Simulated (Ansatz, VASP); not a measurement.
# Two plane-wave programs on Be3B

```
CELL_PARAMETERS angstrom
3.06779 0.00000 0.00000
0.00000 3.06779 0.00000
0.00000 0.00000 3.06779
ATOMIC_POSITIONS crystal
Be 0.00000 0.50000 0.50000
Be 0.50000 0.00000 0.50000
Be 0.50000 0.50000 0.00000
B 0.00000 0.00000 0.00000
```

Alike in both runs: functional PBE; k mesh 16 × 16 × 16; occupations gaussian, width 0.1 eV; no spin polarisation.

Ansatz relaxed the structure, and its values are those at the end. VASP's run is a single point on that final structure, the one shown.

|  | VASP | Ansatz |
| --- | --- | --- |
| version | VASP 6.6.1 | Ansatz 0.2.0 |
| potentials or method | VASP PAW PBE potentials, release 64 (Be, B), cutoff 520 eV | scalar-relativistic, plane waves, PAW |
| valence electrons in the cell | 9 | 9 |

Ansatz gave:

| Property | Result |
| --- | --- |
| gap on the k mesh at the Fermi level (eV) | none |
| pressure (GPa) | 0.0 |

Task: Which values does VASP return?

Result: gap on the k mesh at the Fermi level (eV): none; pressure (GPa): 0.2.

A gap of «none» marks a metal or a gap that the smearing closes.
